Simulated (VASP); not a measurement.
# BiTe (I4mm) in VASP: a series of runs, part 2 of 2

VASP 6.6.1.

## 3. Single point, PBEsol (atoms displaced along a vibrational mode)

Input file INCAR:

```
PREC = Accurate
ENCUT = 500
EDIFF = 1E-6
ISMEAR = 0
SIGMA = 0.15
LREAL = False
LASPH = True
NELM = 120
ALGO = Normal
ISIF = 2
LWAVE = False
LCHARG = False
GGA = PS
NBANDS = 18
GGA_COMPAT = False
```

Input file KPOINTS:

```
regular mesh
0
Gamma
  16 16 16
```

Input file POSCAR:

```
BiTe
1.0
    0.0000000000      3.1971538277      3.1971538277
    3.1971538277      0.0000000000      3.1971538277
    3.1971538277      3.1971538277      0.0000000000
Bi Te
1 1
Direct
   -0.0214849382      0.0214849382     -0.0214849382
    0.5351875468      0.4648124532      0.5351875468
```

Potentials or basis: VASP PAW PBE potentials, release 64 (Bi_d, Te).

The run is started by

```
$ cat potpaw_PBE.64/Bi_d/POTCAR potpaw_PBE.64/Te/POTCAR > POTCAR
$ mpirun -np 1 vasp_std > vasp.out
```

OUTCAR:

```text
PREC = Accurate
   ENCUT = 500
   EDIFF = 1E-6
   ISMEAR = 0
   LREAL = False
   LASPH = True
   NELM = 120
   ISIF = 2
   GGA = PS

 ion  position               nearest neighbor table
   1  0.979  0.021  0.979-   2 2.83   2 3.22   2 3.22   2 3.22   2 3.22   2 3.56
   2  0.535  0.465  0.535-   1 2.83   1 3.22   1 3.22   1 3.22   1 3.22   1 3.56

  LATTYP: Found a face centered cubic cell.
 ALAT       =     6.3943076554

  Lattice vectors:

 A1 = (   0.0000000000,   3.1971538277,   3.1971538277)
 A2 = (   3.1971538277,   0.0000000000,   3.1971538277)
 A3 = (   3.1971538277,   3.1971538277,   0.0000000000)

Analysis of symmetry for initial positions (statically):
=====================================================================
 Subroutine PRICEL returns:
 Original cell was already a primitive cell.

 Routine SETGRP: Setting up the symmetry group for a
 face centered cubic supercell.

 Subroutine GETGRP returns: Found  8 space group operations
 (whereof  8 operations were pure point group operations)
 out of a pool of 48 trial point group operations.

The static configuration has the point symmetry C_4v.

Analysis of symmetry for dynamics (positions and initial velocities):
=====================================================================
 Subroutine PRICEL returns:
 Original cell was already a primitive cell.

 Routine SETGRP: Setting up the symmetry group for a
 face centered cubic supercell.

 Subroutine GETGRP returns: Found  8 space group operations
 (whereof  8 operations were pure point group operations)
 out of a pool of 48 trial point group operations.

The dynamic configuration has the point symmetry C_4v.

 Subroutine INISYM returns: Found  8 space group operations
 (whereof  8 operations are pure point group operations),
 and found     1 'primitive' translations

----------------------------------------------------------------------------------------

                                     Primitive cell
[... 109 lines left out ...]
   IMIX   =      4    mixing-type and parameters
     AMIX     =   0.40;   BMIX     =  1.00
     AMIX_MAG =   1.60;   BMIX_MAG =  1.00
  volume/ion in A,a.u.               =      32.68       220.54
  Fermi-wavevector in a.u.,A,eV,Ry     =   1.121264  2.118881 17.105681  1.257232
  Thomas-Fermi vector in A             =   2.257916
   LORBIT       =      0    0 simple, 1 ext, 2 COOP (PROOUT), +10 PAW based schemes
   GGA     = PS    functional components
   LHFCALC =     F    Hartree Fock is set to
   AEXX    =    0.0000 exact exchange contribution
   IVDW    =     0    specifies the selected vdW correction
   LEPSILON=     F    determine dielectric tensor
   LRPA    =     F    only Hartree local field effects (RPA)
 non-spin polarized calculation
 Gauss-broadening in eV      SIGMA  =   0.15
  energy-cutoff  :      500.00
  volume of cell :       65.36
 maximum number of plane-waves:      1678
 NGX is ok and might be reduce to    36
   NGX = 17   NGY = 17   NGZ = 17

 number of electron      20.9999998 magnetization

 Free energy of the ion-electron system (eV)
  ---------------------------------------------------
  ext. energy  EPLUGINS =         0.00000000
  ---------------------------------------------------
  free energy    TOTEN  =        -7.77816103 eV

  energy without entropy =       -7.76170283  energy(sigma->0) =       -7.76993193

 E-fermi :   7.1332     XC(G=0):  -9.7279

 val. band max:        7.1328649775   @ k =  -0.3125   0.0625   0.0000
 cond. band min:       7.1383330886   @ k =   0.1875   0.0625   0.2500
 fundamental gap:      0.0054681111
 Fermi energy:         7.1331802181

 k-point     1 :       0.0000    0.0000    0.0000
  band No.  band energies     occupation
      1     -16.1789      2.00000
      2     -16.1347      2.00000
      3     -16.1347      2.00000
      4     -16.0907      2.00000
      5     -16.0851      2.00000
      6      -7.0118      2.00000
[... 481 lines left out ...]
      5     -16.0798      2.00000
      6      -5.3257      2.00000
[... 10 lines left out ...]
     17      15.3870      0.00000
     18      16.1927      0.00000

 [... further k-points ...]

------------------------ aborting loop because EDIFF is reached ----------------------------------------

  FORCE on cell =-STRESS in cart. coord.  units (eV):
  Direction    XX          YY          ZZ          XY          YZ          ZX
  --------------------------------------------------------------------------------------
  -------------------------------------------------------------------------------------
  Total        0.5952074      2.1525350      0.5952074     -0.0000000      0.0000000     -0.0000000
  in kB       14.5901022     52.7643034     14.5901022     -0.0000000      0.0000000     -0.0000000
  external PRESSURE =      27.3148360 kB  Pullay stress =       0.0000000 kB

 VOLUME and BASIS-vectors are now :
 -----------------------------------------------------------------------------
  energy-cutoff  :      500.00
  volume of cell :       65.36
      direct lattice vectors                 reciprocal lattice vectors
     0.000000000  3.197153828  3.197153828    -0.156389097  0.156389097  0.156389097
     3.197153828  0.000000000  3.197153828     0.156389097 -0.156389097  0.156389097
     3.197153828  3.197153828  0.000000000     0.156389097  0.156389097 -0.156389097

 POSITION                                       TOTAL-FORCE (eV/Angst)
 -----------------------------------------------------------------------------------
      3.19715      6.25693      3.19715         0.000000      1.318218      0.000000
      3.19715      3.42215      3.19715         0.000000     -1.318218      0.000000
 -----------------------------------------------------------------------------------
    total drift:                               -0.000000      0.000684     -0.000000

  FREE ENERGIE OF THE ION-ELECTRON SYSTEM (eV)
  ---------------------------------------------------
  free  energy   TOTEN  =        -7.7781610260 eV

  energy  without entropy=       -7.7617028328  energy(sigma->0) =       -7.76993193
```

OSZICAR:

```text
N       E                     dE             d eps       ncg     rms          rms(c)
DAV:   1     0.155198904591E+03    0.15520E+03   -0.95920E+03 12572   0.112E+03
DAV:   2     0.430595589154E+01   -0.15089E+03   -0.14701E+03 13240   0.305E+02
DAV:   3    -0.747426395543E+01   -0.11780E+02   -0.11644E+02 15692   0.894E+01
DAV:   4    -0.779311867252E+01   -0.31885E+00   -0.31837E+00 15214   0.156E+01
DAV:   5    -0.780682931558E+01   -0.13711E-01   -0.13710E-01 17624   0.313E+00    0.783E+00
DAV:   6    -0.778097811254E+01    0.25851E-01   -0.56304E-02 17530   0.169E+00    0.488E+00
DAV:   7    -0.777887422218E+01    0.21039E-02   -0.28792E-02 15968   0.102E+00    0.217E-01
DAV:   8    -0.777810647791E+01    0.76774E-03   -0.54412E-03 16272   0.523E-01    0.135E-01
DAV:   9    -0.777815972453E+01   -0.53247E-04   -0.47940E-04 14036   0.121E-01    0.413E-02
DAV:  10    -0.777816174649E+01   -0.20220E-05   -0.16613E-05 17898   0.242E-02    0.210E-02
DAV:  11    -0.777816102595E+01    0.72054E-06   -0.13661E-06 11344   0.984E-03
   1 F= -.77781610E+01 E0= -.77699319E+01  d E =-.164582E-01
```

Run time: 5.6 min. Hardware: 1 thread of Intel Xeon Platinum 8259CL at 2.50GHz (Skylake/Cascade Lake), shared host; peak memory 0.51 GiB.

Results:

- Free energy: -7.7782 eV
- Pressure: 2.7 GPa
- Largest force: 1.318 eV/Å
- Band gap on the k mesh: zero (an odd number of electrons rules out a gap without spin polarisation)

Forces in eV/Å, atoms in the order of the input:
```
Bi   0.000  1.318  0.000
Te   0.000 -1.318  0.000
```

Stress tensor (GPa, compression positive):
```
1.46 0.00 0.00
0.00 5.28 0.00
0.00 0.00 1.46
```

Caveat: the cell differs from its parent crystal (atoms displaced along a vibrational mode); the PAW data sets were made with another functional, which shifts forces and pressure a little; spin-orbit coupling is left out, which moves the levels of the heavy elements.
